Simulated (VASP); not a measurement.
A run of VASP 6.6.1 is set up as follows.

INCAR

```
SYSTEM = SnO2
PREC = Accurate
ENCUT = 520
EDIFF = 1E-6
ISMEAR = -1
SIGMA = 0.05
LREAL = .FALSE.
LASPH = .TRUE.
NELM = 120
ALGO = Normal
ISIF = 2
LWAVE = .FALSE.
LCHARG = .FALSE.
GGA = PS
NBANDS = 35
GGA_COMPAT = .FALSE.
```

File KPOINTS:

```
regular mesh
0
G
  5 5 4
  0 0 0
```

POSCAR

```
SnO2
1.0
    4.7690460000      0.0000000000      0.0000000000
    0.0000000000      4.7690460000      0.0000000000
    0.0000000000      0.0000000000      3.2121010000
Sn O
2 4
Direct
    0.0000000000      0.0000000000      0.0000000000
    0.5000000000      0.5000000000      0.5000000000
    0.3062740000      0.3062740000      0.0000000000
    0.6937260000      0.6937260000      0.0000000000
    0.1937260000      0.8062740000      0.5000000000
    0.8062740000      0.1937260000      0.5000000000
```

Potentials or basis: VASP PAW PBE potentials, release 64 (Sn_d, O).

Run with:

```bash
$ cat potpaw_PBE.64/Sn_d/POTCAR potpaw_PBE.64/O/POTCAR > POTCAR
$ mpirun -np 1 vasp_std > vasp.out
```

Task: Estimate the pressure.

Result: 0.6 GPa.

Task: What does it give for the band gap on the k mesh?

Result: 0.91 eV, direct.

Task: What does it give for the largest force?

Result: 0.017 eV/Å.

Forces in eV/Å, atoms in the order of the input:
```
Sn   0.000  0.000  0.000
Sn   0.000  0.000  0.000
O   -0.012 -0.012  0.000
O    0.012  0.012  0.000
O    0.012 -0.012  0.000
O   -0.012  0.012  0.000
```

Caveat: the k points lie up to 0.49 Å⁻¹ apart; the PAW data sets were made with another functional, which shifts forces and pressure a little; spin-orbit coupling is left out, which moves the levels of the heavy elements.
